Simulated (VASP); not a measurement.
# KZnI3 (Pm-3m) in VASP: notebook, part 2 of 2

VASP 6.6.1.

**3. Single point, PBE**

This run uses another cell than the first one, of 37.02 Å³/atom, 1.035 times its volume.

The input, INCAR:

```
SYSTEM = KZnI3
ALGO     = Normal         ! electronic algorithm
EDIFF    = 1E-6           ! SCF threshold, eV
ENCUT    = 520            ! plane-wave cutoff, eV
GGA      = PE             ! functional
ISIF     = 2              ! what is computed and relaxed
ISMEAR   = -1             ! smearing method
LASPH    = .True.         ! aspherical terms in the spheres
LCHARG   = .True.         ! write CHGCAR
LELF     = .True.         ! ELF
LREAL    = .False.        ! projectors in reciprocal space
LVHAR    = .True.       
LWAVE    = .False.        ! write WAVECAR
NBANDS   = 29             ! bands
NELM     = 100            ! most SCF steps
PREC     = Accurate       ! precision mode
SIGMA    = 0.02           ! smearing width, eV
```

The input, KPOINTS:

```
k-points
0
Gamma
  4 4 4
  0 0 0
```

The input, POSCAR:

```
KZnI3
1.0
    5.6991873221      0.0000000000      0.0000000000
    0.0000000000      5.6991873221      0.0000000000
    0.0000000000      0.0000000000      5.6991873221
K Zn I
1 1 3
Direct
    0.0000000000      0.0000000000      0.0000000000
    0.5000000000      0.5000000000      0.5000000000
    0.5000000000      0.5000000000      0.0000000000
    0.5000000000      0.0000000000      0.5000000000
    0.0000000000      0.5000000000      0.5000000000
```

Potentials or basis: VASP PAW PBE potentials, release 64 (K_sv, Zn, I).

Command:

```
$ cat potpaw_PBE.64/K_sv/POTCAR potpaw_PBE.64/Zn/POTCAR potpaw_PBE.64/I/POTCAR > POTCAR
$ mpirun -np 1 vasp_std > vasp.out
```

OUTCAR:

```text
SYSTEM = KZnI3
   EDIFF = 1E-6
   ENCUT = 520
   GGA = PE
   ISIF = 2
   ISMEAR = -1
   LASPH = .True.
   LREAL = .False.
   NELM = 100
   PREC = Accurate

 ion  position               nearest neighbor table
   1  0.000  0.000  0.000-
   2  0.500  0.500  0.500-   3 2.85   4 2.85   5 2.85   3 2.85   4 2.85   5 2.85
   3  0.500  0.500  0.000-   2 2.85   2 2.85
   4  0.500  0.000  0.500-   2 2.85   2 2.85
   5  0.000  0.500  0.500-   2 2.85   2 2.85

  LATTYP: Found a simple cubic cell.
 ALAT       =     5.6991873221

  Lattice vectors:

 A1 = (   5.6991873221,   0.0000000000,   0.0000000000)
 A2 = (   0.0000000000,   5.6991873221,   0.0000000000)
 A3 = (   0.0000000000,   0.0000000000,   5.6991873221)

Analysis of symmetry for initial positions (statically):
=====================================================================
 Subroutine PRICEL returns:
 Original cell was already a primitive cell.

 Routine SETGRP: Setting up the symmetry group for a
 simple cubic supercell.

 Subroutine GETGRP returns: Found 48 space group operations
 (whereof 48 operations were pure point group operations)
 out of a pool of 48 trial point group operations.

The static configuration has the point symmetry O_h .

Analysis of symmetry for dynamics (positions and initial velocities):
=====================================================================
 Subroutine PRICEL returns:
 Original cell was already a primitive cell.

 Routine SETGRP: Setting up the symmetry group for a
 simple cubic supercell.

 Subroutine GETGRP returns: Found 48 space group operations
 (whereof 48 operations were pure point group operations)
 out of a pool of 48 trial point group operations.

The dynamic configuration has the point symmetry O_h .

 Subroutine INISYM returns: Found 48 space group operations
 (whereof 48 operations are pure point group operations),
[... 103 lines left out ...]
   EFERMI_NEDOS =   21; number of points for ismear=-14 and -15
   IALGO  =     38    algorithm
   IMIX   =      4    mixing-type and parameters
     AMIX     =   0.40;   BMIX     =  1.00
     AMIX_MAG =   1.60;   BMIX_MAG =  1.00
  volume/ion in A,a.u.               =      37.02       249.84
  Fermi-wavevector in a.u.,A,eV,Ry     =   0.998493  1.886878 13.564847  0.996988
  Thomas-Fermi vector in A             =   2.130720
   LORBIT       =      0    0 simple, 1 ext, 2 COOP (PROOUT), +10 PAW based schemes
   GGA     = PE    functional components
   LHFCALC =     F    Hartree Fock is set to
   AEXX    =    0.0000 exact exchange contribution
   IVDW    =     0    specifies the selected vdW correction
   LEPSILON=     F    determine dielectric tensor
   LRPA    =     F    only Hartree local field effects (RPA)
 non-spin polarized calculation
  energy-cutoff  :      520.00
  volume of cell :      185.11
 maximum number of plane-waves:      5030
   NGX = 21   NGY = 21   NGZ = 21

 number of electron      42.0000008 magnetization

 Free energy of the ion-electron system (eV)
  ---------------------------------------------------
  ext. energy  EPLUGINS =         0.00000000
  ---------------------------------------------------
  free energy    TOTEN  =       -10.62284491 eV

  energy without entropy =      -10.62074866  energy(sigma->0) =      -10.62179678

 E-fermi :   1.7616     XC(G=0):  -8.0284

 val. band max:        1.7247433490   @ k =   0.5000   0.5000   0.5000
 cond. band min:       2.3872008218   @ k =   0.2500   0.0000   0.0000
 fundamental gap:      0.6624574728
 Fermi energy:         1.7616382589

 k-point     1 :       0.0000    0.0000    0.0000
  band No.  band energies     occupation
      1     -28.0645      2.00000
      2     -11.5286      2.00000
      3     -11.5286      2.00000
      4     -11.5286      2.00000
      5     -10.5517      2.00000
      6      -9.5931      2.00000
[... 309 lines left out ...]
     28       8.2002      0.00000
     29       8.2002      0.00000

------------------------ aborting loop because EDIFF is reached ----------------------------------------

  FORCE on cell =-STRESS in cart. coord.  units (eV):
  Direction    XX          YY          ZZ          XY          YZ          ZX
  --------------------------------------------------------------------------------------
  -------------------------------------------------------------------------------------
  Total        0.7648252      0.7648252      0.7648252     -0.0000000     -0.0000000      0.0000000
  in kB        6.6196342      6.6196342      6.6196342     -0.0000000     -0.0000000      0.0000000
  external PRESSURE =       6.6196342 kB  Pullay stress =       0.0000000 kB

 VOLUME and BASIS-vectors are now :
 -----------------------------------------------------------------------------
  energy-cutoff  :      520.00
  volume of cell :      185.11
      direct lattice vectors                 reciprocal lattice vectors
     5.699187322  0.000000000  0.000000000     0.175463613  0.000000000  0.000000000
     0.000000000  5.699187322  0.000000000     0.000000000  0.175463613  0.000000000
     0.000000000  0.000000000  5.699187322     0.000000000  0.000000000  0.175463613

 POSITION                                       TOTAL-FORCE (eV/Angst)
 -----------------------------------------------------------------------------------
      0.00000      0.00000      0.00000         0.000000      0.000000      0.000000
      2.84959      2.84959      2.84959         0.000000      0.000000      0.000000
      2.84959      2.84959      0.00000         0.000000      0.000000      0.000000
      2.84959      0.00000      2.84959         0.000000      0.000000      0.000000
      0.00000      2.84959      2.84959         0.000000      0.000000      0.000000
 -----------------------------------------------------------------------------------
    total drift:                                0.000000     -0.000000     -0.000000

  FREE ENERGIE OF THE ION-ELECTRON SYSTEM (eV)
  ---------------------------------------------------
  free  energy   TOTEN  =       -10.6228449119 eV

  energy  without entropy=      -10.6207486570  energy(sigma->0) =      -10.62179678
```

stdout:

```text
POSCAR found type information on POSCAR K ZnI
 POSCAR found :  3 types and       5 ions
 scaLAPACK will be used
 LDA part: xc-table for (Slater+PW92), standard interpolation
 POSCAR, INCAR and KPOINTS ok, starting setup
 FFT: planning ... GRIDC
 FFT: planning ... GRID_SOFT
 FFT: planning ... GRID
 WAVECAR not read
 entering main loop
```

Wall time 27 s (1 thread of Intel Xeon 6975P-C (Granite Rapids), shared host); peak memory 0.28 GiB.

What came out:

```yaml
Free_energy: -10.6228 eV
Pressure: 0.7 GPa
Band_gap_on_the_k_mesh: zero (band 21 reaches 1.72 eV, above the bottom of band 22 at 1.18 eV)
```

Levels at points of the mesh, in eV from the Fermi level:
```
           k point  band 17  band 18  band 19  band 20  band 21  band 22  band 23  band 24  band 25  band 26
(0.00, 0.00, 0.00)    -0.96    -0.96    -0.96    -0.59    -0.59    -0.59     3.37     4.89     4.89     5.33
(0.50, 0.00, 0.00)    -1.38    -1.38    -1.25    -0.76    -0.76     2.18     4.47     5.08     6.26     6.26
(0.50, 0.50, 0.00)    -1.54    -1.39    -1.39    -0.42    -0.06     3.61     4.55     4.55     5.40     6.02
(0.50, 0.50, 0.50)    -0.40    -0.40    -0.04    -0.04    -0.04     3.69     3.94     3.94     3.94     5.09
```

Caveat: spin-orbit coupling is left out, which moves the levels of the heavy elements.
